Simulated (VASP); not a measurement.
Write the native input for VASP 6.6.1 that does the following.

* Task: single point
* Functional: r2SCAN
* Potentials or basis: VASP PAW PBE potentials, release 64 (K_sv, I)
* Cutoff: 520 eV
* k mesh: 4 × 4 × 4
* Occupations: gaussian, width 0.01 eV
* Spin: no spin polarisation
* Dipole correction: no
* Further INCAR settings: ALGO = Normal; EDIFF = 1e-06; NBANDS = 15

KI:

```
K I
1.0
     4.29094    0.00000    0.00000
     0.00000    4.29094    0.00000
     0.00000    0.00000    4.29094
K I
1 1
Direct
  0.00000 0.00000 0.00000
  0.50000 0.50000 0.50000
```

These files were run (other wordings do the same):

POSCAR

```
KI
1.0
    4.2909401558      0.0000000000      0.0000000000
    0.0000000000      4.2909401558      0.0000000000
    0.0000000000      0.0000000000      4.2909401558
K I
1 1
Direct
    0.0000000000      0.0000000000      0.0000000000
    0.5000000000      0.5000000000      0.5000000000
```

INCAR.step1

```
PREC     = Accurate       # precision mode
ENCUT    = 520            # plane-wave cutoff, eV
ISMEAR   = 0              # smearing method
SIGMA    = 0.01           # smearing width, eV
LREAL    = F              # projectors in reciprocal space
LASPH    = T              # aspherical terms in the spheres
NELM     = 80             # most SCF steps
NBANDS   = 15             # bands
GGA      = PE             # functional
ALGO     = Normal         # electronic algorithm
EDIFF    = 1E-4           # SCF threshold, eV
LWAVE    = T              # write WAVECAR
LCHARG   = F              # write CHGCAR
```

INCAR.step2

```
PREC     = Accurate       # precision mode
ENCUT    = 520            # plane-wave cutoff, eV
EDIFF    = 1E-6           # SCF threshold, eV
ISMEAR   = 0              # smearing method
SIGMA    = 0.01           # smearing width, eV
LREAL    = F              # projectors in reciprocal space
LASPH    = T              # aspherical terms in the spheres
NELM     = 80             # most SCF steps
ALGO     = Normal         # electronic algorithm
ISIF     = 2              # what is computed and relaxed
LWAVE    = F              # write WAVECAR
LCHARG   = T              # write CHGCAR
METAGGA  = R2SCAN         # meta-GGA
LMIXTAU  = T            
LELF     = T              # ELF
LVHAR    = T            
NBANDS   = 15             # bands
ISTART   = 1
```

KPOINTS

```
regular mesh
0
Gamma
  4 4 4
```

Potentials or basis: VASP PAW PBE potentials, release 64 (K_sv, I).

Run with:

```console
$ cat potpaw_PBE.64/K_sv/POTCAR potpaw_PBE.64/I/POTCAR > POTCAR
$ cp INCAR.step1 INCAR
$ mpirun -np 1 vasp_std > vasp.out
$ cp INCAR.step2 INCAR
$ mpirun -np 1 vasp_std > vasp.out
```

Results of the run:

| Quantity | Value |
| --- | --- |
| Pressure | 0.1 GPa |
| Band gap on the k mesh | 4.04 eV (least direct gap 4.41 eV) |

Caveat: the PAW data sets were made with another functional, which shifts forces and pressure a little; spin-orbit coupling is left out, which moves the levels of the heavy elements.

It took 68 s on 1 thread of Intel Xeon 8259CL (shared host), peak memory 0.19 GiB.
